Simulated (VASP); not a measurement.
# Si (Pm-3m) in VASP: settings compared, part 2 of 2

VASP 6.6.1. Earlier steps stand in the parts before.

## (4) Single point, B3LYP

Input file POSCAR:

```
Si
1.0
    2.5321100000      0.0000000000      0.0000000000
    0.0000000000      2.5321100000      0.0000000000
    0.0000000000      0.0000000000      2.5321100000
Si
1
Direct
    0.5000000000      0.5000000000      0.5000000000
```

Input file INCAR.step1:

```
PREC = Accurate ; ENCUT = 520
EDIFF = 1E-5 ; ISMEAR = -1
SIGMA = 0.05 ; LREAL = False
LASPH = True ; NELM = 80
ALGO = Normal ; ISIF = 2
LWAVE = True ; LCHARG = False
GGA = PE ; NBANDS = 8
```

Input file INCAR.step2:

```
PREC = Accurate ; ENCUT = 520
EDIFF = 1E-6 ; ISMEAR = -1
SIGMA = 0.05 ; LREAL = False
LASPH = True ; NELM = 80
ALGO = Normal ; ISIF = 2
LWAVE = False ; LCHARG = False
GGA = B3 ; LHFCALC = True
AEXX = 0.2 ; AGGAX = 0.72
AGGAC = 0.81 ; ALDAC = 0.19
PRECFOCK = Normal ; ISTART = 1
NBANDS = 8
```

Input file KPOINTS:

```
regular mesh
0
Gamma
  5 5 5
```

Potentials or basis: VASP PAW PBE potentials, release 64 (Si).

On the command line:

```
cat potpaw_PBE.64/Si/POTCAR > POTCAR
cp INCAR.step1 INCAR
mpirun -np 1 vasp_std > vasp.out
cp INCAR.step2 INCAR
mpirun -np 1 vasp_std > vasp.out
```

OUTCAR:

```text
PREC = Accurate
   ENCUT = 520
   EDIFF = 1E-6
   ISMEAR = -1
   LREAL = False
   LASPH = True
   NELM = 80
   ISIF = 2
   GGA = B3
   LHFCALC = True
   AEXX = 0.2
   PRECFOCK = Normal
   ISTART = 1

 ion  position               nearest neighbor table
   1  0.500  0.500  0.500-

  LATTYP: Found a simple cubic cell.
 ALAT       =     2.5321100000

  Lattice vectors:

 A1 = (   2.5321100000,   0.0000000000,   0.0000000000)
 A2 = (   0.0000000000,   2.5321100000,   0.0000000000)
 A3 = (   0.0000000000,   0.0000000000,   2.5321100000)

Analysis of symmetry for initial positions (statically):
=====================================================================
 Subroutine PRICEL returns:
 Original cell was already a primitive cell.

 Routine SETGRP: Setting up the symmetry group for a
 simple cubic supercell.

 Subroutine GETGRP returns: Found 48 space group operations
 (whereof 48 operations were pure point group operations)
 out of a pool of 48 trial point group operations.

[... 152 lines left out ...]

 E-fermi :   7.8689     XC(G=0):  -8.3495

 val. band max:        7.7121046369   @ k =   0.4000   0.4000   0.2000
 cond. band min:       9.0079552411   @ k =   0.4000   0.4000   0.4000
 fundamental gap:      1.2958506042
 Fermi energy:         7.8688793485

 k-point     1 :       0.0000    0.0000    0.0000
  band No.  band energies     occupation
      1      -6.4238      2.00000
      2      16.9814      0.00000
      3      16.9814      0.00000
      4      17.1290      0.00000
      5      17.1290      0.00000
      6      17.1290      0.00000
      7      25.4601      0.00000
      8      34.7849      0.00000
[... 89 lines left out ...]
 k-point    10 :       0.4000    0.4000    0.4000
  band No.  band energies     occupation
      1       4.6741      2.00000
      2       9.0080      0.00000
      3       9.0080      0.00000
      4      12.9931      0.00000
      5      16.1692      0.00000
      6      16.1692      0.00000
      7      16.9492      0.00000
      8      23.6007      0.00000

------------------------ aborting loop because EDIFF is reached ----------------------------------------

  FORCE on cell =-STRESS in cart. coord.  units (eV):
  Direction    XX          YY          ZZ          XY          YZ          ZX
  --------------------------------------------------------------------------------------
  -------------------------------------------------------------------------------------
  Total        0.7043699      0.7043699      0.7043699     -0.0000000      0.0000000     -0.0000000
  in kB       69.5126245     69.5126245     69.5126245     -0.0000000      0.0000000     -0.0000000
  external PRESSURE =      69.5126245 kB  Pullay stress =       0.0000000 kB

 VOLUME and BASIS-vectors are now :
 -----------------------------------------------------------------------------
  energy-cutoff  :      520.00
  volume of cell :       16.23
      direct lattice vectors                 reciprocal lattice vectors
     2.532110000  0.000000000  0.000000000     0.394927551  0.000000000  0.000000000
     0.000000000  2.532110000  0.000000000     0.000000000  0.394927551  0.000000000
     0.000000000  0.000000000  2.532110000     0.000000000  0.000000000  0.394927551

 POSITION                                       TOTAL-FORCE (eV/Angst)
 -----------------------------------------------------------------------------------
      1.26605      1.26605      1.26605         0.000000      0.000000      0.000000
 -----------------------------------------------------------------------------------
    total drift:                               -0.000000     -0.000000     -0.000000

  FREE ENERGIE OF THE ION-ELECTRON SYSTEM (eV)
  ---------------------------------------------------
  free  energy   TOTEN  =        -5.2759581481 eV

  energy  without entropy=       -5.2726326077  energy(sigma->0) =       -5.27429538
```

OUTCAR.step1:

```text
PREC = Accurate
   ENCUT = 520
   EDIFF = 1E-5
   ISMEAR = -1
   LREAL = False
[... 309 lines left out ...]

 POSITION                                       TOTAL-FORCE (eV/Angst)
 -----------------------------------------------------------------------------------
      1.26605      1.26605      1.26605         0.000000      0.000000      0.000000
 -----------------------------------------------------------------------------------
    total drift:                                0.000000     -0.000000     -0.000000

  FREE ENERGIE OF THE ION-ELECTRON SYSTEM (eV)
  ---------------------------------------------------
  free  energy   TOTEN  =        -5.1107692323 eV

  energy  without entropy=       -5.1074411102  energy(sigma->0) =       -5.10910517
```

Wall time 22 s (1 thread of Intel Xeon 6975P-C (Granite Rapids), shared host); peak memory 0.12 GiB.

What came out:

* Free energy: -5.2760 eV
* Pressure: 7.0 GPa
* Band gap on the k mesh: zero (bands 2 and 3 overlap by 10.12 eV)

Levels at points of the mesh, in eV from the Fermi level:
```tsv
k point	band 1	band 2	band 3	band 4	band 5	band 6
(0.00, 0.00, 0.00)	-14.29	9.11	9.11	9.26	9.26	9.26
```

Caveat: the k points lie up to 0.50 Å⁻¹ apart, too coarse for converged energies and pressures of a metal; the PAW data sets were made with another functional, which shifts forces and pressure a little.

## (5) Single point, HSE06

POSCAR is that of step 4.

Input file INCAR.step1:

```
PREC = Accurate
ENCUT = 520
EDIFF = 1E-5
ISMEAR = -1
SIGMA = 0.05
LREAL = F
LASPH = T
NELM = 60
ALGO = Normal
ISIF = 2
LWAVE = T
GGA = PE
NBANDS = 8
```

Input file INCAR.step2:

```
PREC = Accurate
ENCUT = 520
EDIFF = 1E-7
ISMEAR = -1
SIGMA = 0.05
LREAL = F
LASPH = T
NELM = 60
ALGO = Normal
ISIF = 2
LWAVE = F
LCHARG = T
GGA = PE
LHFCALC = T
HFSCREEN = 0.2079
PRECFOCK = Normal
LELF = T
LVHAR = T
ISTART = 1
NBANDS = 8
```

Input file KPOINTS:

```
Automatic mesh
0
Gamma
  5 5 5
```

Potentials or basis: VASP PAW PBE potentials, release 64 (Si).

On the command line:

```
cat potpaw_PBE.64/Si/POTCAR > POTCAR
cp INCAR.step1 INCAR
mpirun -np 1 vasp_std > vasp.out
cp INCAR.step2 INCAR
mpirun -np 1 vasp_std > vasp.out
```

OUTCAR:

```text
PREC = Accurate
   ENCUT = 520
   EDIFF = 1E-7
   ISMEAR = -1
   LREAL = F
   LASPH = T
   NELM = 60
   ISIF = 2
   GGA = PE
   LHFCALC = T
   HFSCREEN = 0.2079
   PRECFOCK = Normal
   ISTART = 1

 ion  position               nearest neighbor table
   1  0.500  0.500  0.500-

  LATTYP: Found a simple cubic cell.
 ALAT       =     2.5321100000

  Lattice vectors:

 A1 = (   2.5321100000,   0.0000000000,   0.0000000000)
 A2 = (   0.0000000000,   2.5321100000,   0.0000000000)
 A3 = (   0.0000000000,   0.0000000000,   2.5321100000)

Analysis of symmetry for initial positions (statically):
=====================================================================
 Subroutine PRICEL returns:
 Original cell was already a primitive cell.

 Routine SETGRP: Setting up the symmetry group for a
 simple cubic supercell.

 Subroutine GETGRP returns: Found 48 space group operations
 (whereof 48 operations were pure point group operations)
 out of a pool of 48 trial point group operations.

The static configuration has the point symmetry O_h .

Analysis of symmetry for dynamics (positions and initial velocities):
=====================================================================
 Subroutine PRICEL returns:
 Original cell was already a primitive cell.

 Routine SETGRP: Setting up the symmetry group for a
 simple cubic supercell.

 Subroutine GETGRP returns: Found 48 space group operations
 (whereof 48 operations were pure point group operations)
 out of a pool of 48 trial point group operations.

The dynamic configuration has the point symmetry O_h .

 Subroutine INISYM returns: Found 48 space group operations
 (whereof 48 operations are pure point group operations),
 and found     1 'primitive' translations

----------------------------------------------------------------------------------------

                                     Primitive cell

  volume of cell :      16.2348

  direct lattice vectors                    reciprocal lattice vectors
     2.532110000  0.000000000  0.000000000     0.394927551  0.000000000  0.000000000
     0.000000000  2.532110000  0.000000000     0.000000000  0.394927551  0.000000000
     0.000000000  0.000000000  2.532110000     0.000000000  0.000000000  0.394927551

  length of vectors
     2.532110000  2.532110000  2.532110000     0.394927551  0.394927551  0.394927551

  position of ions in fractional coordinates (direct lattice)
     0.500000000  0.500000000  0.500000000

  ion indices of the primitive-cell ions
   primitive index   ion index
                 1           1

----------------------------------------------------------------------------------------

 KPOINTS: Automatic mesh

Automatic generation of k-mesh.
 Grid dimensions read from file:
 generate k-points for:    5    5    5

[... 21 lines left out ...]
  0.200000  0.000000  0.000000      6.000000
  0.400000  0.000000  0.000000      6.000000
  0.200000  0.200000  0.000000     12.000000
  0.400000  0.200000  0.000000     24.000000
  0.400000  0.400000  0.000000     12.000000
  0.200000  0.200000  0.200000      8.000000
  0.400000  0.200000  0.200000     24.000000
  0.400000  0.400000  0.200000     24.000000
  0.400000  0.400000  0.400000      8.000000
   k-points           NKPTS =     10   k-points in BZ     NKDIM =    125   number of bands    NBANDS=      8
   number of dos      NEDOS =    301   number of ions     NIONS =      1
   total plane-waves  NPLWV =   8000
   dimension x,y,z NGX =    20 NGY =   20 NGZ =   20
   dimension x,y,z NGXF=    40 NGYF=   40 NGZF=   40
   ions per type =               1
   NGX,Y,Z   is equivalent  to a cutoff of  13.13, 13.13, 13.13 a.u.
   NGXF,Y,Z  is equivalent  to a cutoff of  26.26, 26.26, 26.26 a.u.
 SYSTEM =  unknown system
   PREC   = accura    normal or accurate (medium, high low for compatibility)
   ISTART =      1    job   : 0-new  1-cont  2-samecut
   ICHARG =      0    charge: 1-file 2-atom 10-const
   ISPIN  =      1    spin polarized calculation?
   LNONCOLLINEAR =      F non collinear calculations
   LSORBIT =      F    spin-orbit coupling
   LASPH  =      T    aspherical Exc in radial PAW
   ENCUT  =  520.0 eV  38.22 Ry    6.18 a.u.   4.71  4.71  4.71*2*pi/ulx,y,z
   NELM   =     60;   NELMIN=  2; NELMDL=  0     # of ELM steps
   EDIFF  = 0.1E-06   stopping-criterion for ELM
   LREAL  =      F    real-space projection
   EDIFFG = 0.1E-05   stopping-criterion for IOM
   NSW    =      0    number of steps for IOM
   IBRION =     -1    ionic relax: 0-MD 1-quasi-New 2-CG
   NFREE  =      0    steps in history (QN), initial steepest desc. (CG)
   ISIF   =      2    stress and relaxation
   ISYM   =      3    0-nonsym 1-usesym 2-fastsym
   POTIM  = 0.5000    time-step for ionic-motion
   TEBEG  =    0.0;   TEEND  =   0.0 temperature during run
   PSTRESS=    0.0 pullay stress
   NELECT =       4.0000    total number of electrons
   NUPDOWN=      -1.0000    fix difference up-down
   EMIN   =  10.00;   EMAX   =-10.00  energy-range for DOS
   EFERMI =   0.00;   METHOD = LEGACY
   ISMEAR =    -1;   SIGMA  =   0.05  broadening in eV -4-tet -1-fermi 0-gaus
   EFERMI_NEDOS =   21; number of points for ismear=-14 and -15
   IALGO  =     38    algorithm
   IMIX   =      1    mixing-type and parameters
     AMIX     =   0.40;   BMIX     =  1.00
     AMIX_MAG =   1.60;   BMIX_MAG =  1.00
  volume/ion in A,a.u.               =      16.23       109.56
  Fermi-wavevector in a.u.,A,eV,Ry     =   1.026311  1.939446 14.331207  1.053314
  Thomas-Fermi vector in A             =   2.160197
   LORBIT       =      0    0 simple, 1 ext, 2 COOP (PROOUT), +10 PAW based schemes
   GGA     = PE    functional components
   LHFCALC =     T    Hartree Fock is set to
   PRECFOCK=normal    Normal, Fast or Accurate (Low or Medium for compatibility)
   ENCUT4O =  -1.0   cutoff for four orbital integrals eV
   NKREDX  =     1    reduce k-point grid by
   NKREDY  =     1    reduce k-point grid by
   NKREDZ  =     1    reduce k-point grid by
   AEXX    =    0.2500 exact exchange contribution
   HFSCREEN=    0.2079 screening length (either q_TF or 0.3 A-1)
   HFSCREENC=   0.2079 screening length for correlation (either q_TF or 0.3 A-1)
   ENCUTFOCK=  -1.0 apply spherical cutoff to Coloumb kernel
   IVDW    =     0    specifies the selected vdW correction
   LEPSILON=     F    determine dielectric tensor
   LRPA    =     F    only Hartree local field effects (RPA)
 non-spin polarized calculation
  energy-cutoff  :      520.00
  volume of cell :       16.23
 maximum number of plane-waves:       461
 NGX is ok and might be reduce to    20
  NGX = 16; NGY = 16; NGZ = 16

 number of electron       4.0000000 magnetization

 Free energy of the ion-electron system (eV)
  ---------------------------------------------------
  ext. energy  EPLUGINS =         0.00000000
  ---------------------------------------------------
  free energy    TOTEN  =        -5.83751231 eV

  energy without entropy =       -5.83418654  energy(sigma->0) =       -5.83584942

 E-fermi :   7.8596     XC(G=0):  -8.7735

 val. band max:        7.7027930621   @ k =   0.4000   0.4000   0.2000
 cond. band min:       8.5506424015   @ k =   0.4000   0.4000   0.4000
 fundamental gap:      0.8478493394
 Fermi energy:         7.8595669446

 k-point     1 :       0.0000    0.0000    0.0000
  band No.  band energies     occupation
      1      -6.7448      2.00000
      2      16.4887      0.00000
      3      16.4887      0.00000
      4      16.7733      0.00000
      5      16.7733      0.00000
      6      16.7733      0.00000
      7      24.7070      0.00000
      8      34.4877      0.00000
[... 89 lines left out ...]
 k-point    10 :       0.4000    0.4000    0.4000
  band No.  band energies     occupation
      1       4.6581      2.00000
      2       8.5506      0.00000
      3       8.5506      0.00000
      4      12.5134      0.00000
      5      15.5133      0.00000
      6      15.5133      0.00000
      7      16.4839      0.00000
      8      22.7127      0.00000

------------------------ aborting loop because EDIFF is reached ----------------------------------------

  FORCE on cell =-STRESS in cart. coord.  units (eV):
  Direction    XX          YY          ZZ          XY          YZ          ZX
  --------------------------------------------------------------------------------------
  -------------------------------------------------------------------------------------
  Total        0.1197293      0.1197293      0.1197293     -0.0000000      0.0000000     -0.0000000
  in kB       11.8158037     11.8158037     11.8158037     -0.0000000      0.0000000     -0.0000000
  external PRESSURE =      11.8158037 kB  Pullay stress =       0.0000000 kB

 VOLUME and BASIS-vectors are now :
 -----------------------------------------------------------------------------
  energy-cutoff  :      520.00
  volume of cell :       16.23
      direct lattice vectors                 reciprocal lattice vectors
     2.532110000  0.000000000  0.000000000     0.394927551  0.000000000  0.000000000
     0.000000000  2.532110000  0.000000000     0.000000000  0.394927551  0.000000000
     0.000000000  0.000000000  2.532110000     0.000000000  0.000000000  0.394927551

 POSITION                                       TOTAL-FORCE (eV/Angst)
 -----------------------------------------------------------------------------------
      1.26605      1.26605      1.26605         0.000000      0.000000      0.000000
 -----------------------------------------------------------------------------------
    total drift:                                0.000001     -0.000001     -0.000000

  FREE ENERGIE OF THE ION-ELECTRON SYSTEM (eV)
  ---------------------------------------------------
  free  energy   TOTEN  =        -5.8375123053 eV

  energy  without entropy=       -5.8341865366  energy(sigma->0) =       -5.83584942
```

OUTCAR.step1:

```text
PREC = Accurate
   ENCUT = 520
   EDIFF = 1E-5
   ISMEAR = -1
   LREAL = F
[... 309 lines left out ...]

 POSITION                                       TOTAL-FORCE (eV/Angst)
 -----------------------------------------------------------------------------------
      1.26605      1.26605      1.26605         0.000000      0.000000      0.000000
 -----------------------------------------------------------------------------------
    total drift:                                0.000000     -0.000000     -0.000000

  FREE ENERGIE OF THE ION-ELECTRON SYSTEM (eV)
  ---------------------------------------------------
  free  energy   TOTEN  =        -5.1107692323 eV

  energy  without entropy=       -5.1074411102  energy(sigma->0) =       -5.10910517
```

Run time: 17 s. Hardware: 1 thread of Intel Xeon 6975P-C (Granite Rapids), shared host; peak memory 0.21 GiB.

What came out:

| Item | Value |
| --- | --- |
| Free energy | -5.8375 eV |
| Pressure | 1.2 GPa |
| Band gap on the k mesh | zero (bands 2 and 3 overlap by 9.63 eV) |

Caveat: the k points lie up to 0.50 Å⁻¹ apart, too coarse for converged energies and pressures of a metal; the PAW data sets were made with another functional, which shifts forces and pressure a little.

## (6) Summary

| level | cell | share of exact exchange | screening parameter | gap on the mesh (eV) | pressure (GPa) |
| --- | --- | --- | --- | --- | --- |
| PBEsol-based global hybrid with 25 % exact exchange | a = 2.532 Å, 1 atom | 0.25 | - | none | -0.5 |
| PBEsol-based global hybrid with 25 % exact exchange | a = 2.531 Å, 1 atom | 0.25 | - | none | -0.4 |
| B3LYP | a = 2.532 Å, 1 atom | 0.2 | - | none | 7.0 |
| HSE06 | a = 2.532 Å, 1 atom | 0.25 | 0.2079 1/Å | none | 1.2 |

Alike in all rows: task single point; potentials or basis VASP PAW PBE potentials, release 64 (Si); no spin polarisation; k mesh 5 × 5 × 5; cutoff (eV) 520; smearing fermi-dirac 0.05 eV.

Caveats: all runs use coarse meshes; the PAW data sets were made with another functional, which shifts forces and pressure a little.

Total energies depend on the potentials used, so only differences within one code and one set of settings carry meaning.
